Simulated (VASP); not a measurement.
A run of VASP 6.6.1 is set up as follows.

The input POSCAR:

```
SnO
1.0
    0.0000000000      2.5113455109      2.5113455109
    2.5113455109      0.0000000000      2.5113455109
    2.5113455109      2.5113455109      0.0000000000
Sn O
1 1
Direct
    0.0000000000      0.0000000000      0.0000000000
    0.5000000000      0.5000000000      0.5000000000
```

The input INCAR.step1:

```
SYSTEM = SnO
PREC = Accurate
ENCUT = 520
ISMEAR = -1
SIGMA = 0.02
LREAL = .False.
LASPH = .True.
NELM = 60
NBANDS = 17
GGA = PE
ALGO = Normal
EDIFF = 1E-4
LWAVE = .True.
LCHARG = .False.
```

INCAR.step2

```
SYSTEM = SnO
PREC = Accurate
ENCUT = 520
EDIFF = 1E-7
ISMEAR = -1
SIGMA = 0.02
LREAL = .False.
LASPH = .True.
NELM = 60
ALGO = Normal
ISIF = 2
LWAVE = .False.
LCHARG = .False.
METAGGA = R2SCAN
LMIXTAU = .True.
NBANDS = 17
ISTART = 1
```

Contents of KPOINTS:

```
Automatic mesh
0
Gamma
  8 8 8
  0 0 0
```

Potentials or basis: VASP PAW PBE potentials, release 64 (Sn_d, O).

Launch:

```sh
$ cat potpaw_PBE.64/Sn_d/POTCAR potpaw_PBE.64/O/POTCAR > POTCAR
$ cp INCAR.step1 INCAR
$ mpirun -np 1 vasp_std > vasp.out
$ cp INCAR.step2 INCAR
$ mpirun -np 1 vasp_std > vasp.out
```

Q: Predict the pressure.

A: 3.5 GPa.

Q: What does it give for the band gap on the k mesh?

A: 1.01 eV, indirect (least direct gap 1.03 eV).

Caveat: the PAW data sets were made with another functional, which shifts forces and pressure a little; spin-orbit coupling is left out, which moves the levels of the heavy elements. A k mesh can miss the band edges.
